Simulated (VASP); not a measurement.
# Si6C7 in VASP: further runs, part 2 of 2

VASP 6.6.1. Earlier steps stand in the parts before.

## 3. Single point, PBE

Contents of INCAR:

```
SYSTEM = Si6C7
PREC     = Accurate       ! precision mode
ENCUT    = 520            ! plane-wave cutoff, eV
EDIFF    = 1E-6           ! SCF threshold, eV
ISMEAR   = 0              ! smearing method
SIGMA    = 0.05           ! smearing width, eV
LREAL    = .FALSE.        ! projectors in reciprocal space
LASPH    = .TRUE.         ! aspherical terms in the spheres
NELM     = 100            ! most SCF steps
ALGO     = Normal         ! electronic algorithm
ISIF     = 2              ! what is computed and relaxed
LWAVE    = .FALSE.        ! write WAVECAR
LCHARG   = .TRUE.         ! write CHGCAR
LDIPOL   = .TRUE.       
IDIPOL   = 3            
DIPOL    = 0.5 0.5 0.500
GGA      = PE             ! functional
LELF     = .TRUE.         ! ELF
LVHAR    = .TRUE.       
LVACPOTAV= .TRUE.       
NBANDS   = 38             ! bands
```

Contents of KPOINTS:

```
Automatic mesh
0
G
  9 9 1
  0 0 0
```

Contents of POSCAR:

```
Si6C7
1.0
    3.0969355084      0.0000000000      0.0000000000
    0.0000000000      3.0969355084      0.0000000000
    0.0000000000      0.0000000000     28.1391845935
C Si
7 6
Direct
    0.0000000000      0.5000000000      0.2724085768
    0.5000000000      0.0000000000      0.3449233484
    0.0000000000      0.5000000000      0.4222037482
    0.5000000000      0.0000000000      0.5000000059
    0.0000000000      0.5000000000      0.5777962515
    0.5000000000      0.0000000000      0.6550766475
    0.0000000000      0.5000000000      0.7275914213
    0.5000000000      0.5000000000      0.3051856141
    0.0000000000      0.0000000000      0.3830546488
    0.5000000000      0.5000000000      0.4610785363
    0.0000000000      0.0000000000      0.5389214671
    0.5000000000      0.5000000000      0.6169453494
    0.0000000000      0.0000000000      0.6948143847
```

Potentials or basis: VASP PAW PBE potentials, release 64 (C, Si).

Run with:

```console
cat potpaw_PBE.64/C/POTCAR potpaw_PBE.64/Si/POTCAR > POTCAR
mpirun -np 1 vasp_std > vasp.out
```

OUTCAR:

```text
SYSTEM = Si6C7
   PREC = Accurate
   ENCUT = 520
   EDIFF = 1E-6
   ISMEAR = 0
   LREAL = .FALSE.
   LASPH = .TRUE.
   NELM = 100
   ISIF = 2
   GGA = PE

 ion  position               nearest neighbor table
   1  0.000  0.500  0.272-   8 1.80   8 1.80
   2  0.500  0.000  0.345-   9 1.88   9 1.88   8 1.91   8 1.91
   3  0.000  0.500  0.422-  10 1.90  10 1.90   9 1.90   9 1.90
   4  0.500  0.000  0.500-  11 1.90  11 1.90  10 1.90  10 1.90
   5  0.000  0.500  0.578-  11 1.90  11 1.90  12 1.90  12 1.90
   6  0.500  0.000  0.655-  12 1.88  12 1.88  13 1.91  13 1.91
   7  0.000  0.500  0.728-  13 1.80  13 1.80
   8  0.500  0.500  0.305-   1 1.80   1 1.80   2 1.91   2 1.91   9 3.10   9 3.10   9 3.10   9 3.10

   9  0.000  0.000  0.383-   2 1.88   2 1.88   3 1.90   3 1.90   8 3.10   8 3.10   8 3.10   8 3.10
                            10 3.10  10 3.10  10 3.10  10 3.10
  10  0.500  0.500  0.461-   3 1.90   3 1.90   4 1.90   4 1.90  11 3.10  11 3.10  11 3.10  11 3.10
                             9 3.10   9 3.10   9 3.10   9 3.10
  11  0.000  0.000  0.539-   5 1.90   5 1.90   4 1.90   4 1.90  10 3.10  10 3.10  10 3.10  10 3.10
                            12 3.10  12 3.10  12 3.10  12 3.10
  12  0.500  0.500  0.617-   6 1.88   6 1.88   5 1.90   5 1.90  13 3.10  13 3.10  13 3.10  13 3.10
[... 833 lines left out ...]
  -------------------------------------------------------------------------------------
  Total        1.9273000      1.9273000     -0.0441673      0.0000000      0.0000000      0.0000000
  in kB       11.4415289     11.4415289     -0.2622020      0.0000000      0.0000000      0.0000000
  external PRESSURE =       7.5402853 kB  Pullay stress =       0.0000000 kB

 VOLUME and BASIS-vectors are now :
 -----------------------------------------------------------------------------
  energy-cutoff  :      520.00
  volume of cell :      269.88
      direct lattice vectors                 reciprocal lattice vectors
     3.096935508  0.000000000  0.000000000     0.322899846  0.000000000  0.000000000
     0.000000000  3.096935508  0.000000000     0.000000000  0.322899846  0.000000000
     0.000000000  0.000000000 28.139184594     0.000000000  0.000000000  0.035537632

 POSITION                                       TOTAL-FORCE (eV/Angst)
 -----------------------------------------------------------------------------------
      0.00000      1.54847      7.66536         0.000000      0.000000      0.005464
      1.54847      0.00000      9.70586         0.000000      0.000000     -0.003200
      0.00000      1.54847     11.88047         0.000000      0.000000     -0.000583
      1.54847      0.00000     14.06959         0.000000      0.000000      0.000000
      0.00000      1.54847     16.25872         0.000000      0.000000      0.000583
      1.54847      0.00000     18.43332         0.000000      0.000000      0.003200
      0.00000      1.54847     20.47383         0.000000      0.000000     -0.005464
      1.54847      1.54847      8.58767         0.000000      0.000000     -0.004961
      0.00000      0.00000     10.77885         0.000000      0.000000      0.001504
      1.54847      1.54847     12.97437         0.000000      0.000000      0.000864
      0.00000      0.00000     15.16481         0.000000      0.000000     -0.000864
      1.54847      1.54847     17.36034         0.000000      0.000000     -0.001504
      0.00000      0.00000     19.55151         0.000000      0.000000      0.004961
 -----------------------------------------------------------------------------------
    total drift:                                0.000000      0.000000      0.000001

  FREE ENERGIE OF THE ION-ELECTRON SYSTEM (eV)
  ---------------------------------------------------
  free  energy   TOTEN  =       -91.3616779176 eV

  energy  without entropy=      -91.3529675194  energy(sigma->0) =      -91.35732272

 vacuum level on the upper side and lower side of the slab         7.429         7.429
```

stdout:

```text
POSCAR found type information on POSCAR C Si
 POSCAR found :  2 types and      13 ions
 scaLAPACK will be used
 LDA part: xc-table for (Slater+PW92), standard interpolation
 POSCAR, INCAR and KPOINTS ok, starting setup
 FFT: planning ... GRIDC
 FFT: planning ... GRID_SOFT
 FFT: planning ... GRID
 WAVECAR not read
 entering main loop
 -----------------------------------------------------------------------------
|                                                                             |
|           W    W    AA    RRRRR   N    N  II  N    N   GGGG   !!!           |
|           W    W   A  A   R    R  NN   N  II  NN   N  G    G  !!!           |
|           W    W  A    A  R    R  N N  N  II  N N  N  G       !!!           |
|           W WW W  AAAAAA  RRRRR   N  N N  II  N  N N  G  GGG   !            |
|           WW  WW  A    A  R   R   N   NN  II  N   NN  G    G                |
|           W    W  A    A  R    R  N    N  II  N    N   GGGG   !!!           |
|                                                                             |
|     Did not find any points to average over, which means that no vacuum     |
|     field-free region was found. Please increase the size of  your cell     |
|     in the dimension of the dipole correction to obtain accurate            |
|     workfunction values.                                                    |
|                                                                             |
 -----------------------------------------------------------------------------
```

Run time: 4.9 min. Hardware: 1 thread of Intel Xeon Platinum 8259CL at 2.50GHz (Skylake/Cascade Lake), shared host; peak memory 0.38 GiB.

What came out:

| Quantity | Value |
| --- | --- |
| Free energy | -91.3617 eV |
| Largest force | 0.005 eV/Å |
| Band gap on the k mesh | zero (band 26 reaches 0.51 eV, above the bottom of band 27 at -0.06 eV) |

Forces on the atoms (eV/Å):
```
C    0.000  0.000  0.005
C    0.000  0.000 -0.003
C    0.000  0.000 -0.001
C    0.000  0.000  0.000
C    0.000  0.000  0.001
C    0.000  0.000  0.003
C    0.000  0.000 -0.005
Si   0.000  0.000 -0.005
Si   0.000  0.000  0.002
Si   0.000  0.000  0.001
Si   0.000  0.000 -0.001
Si   0.000  0.000 -0.002
Si   0.000  0.000  0.005
```
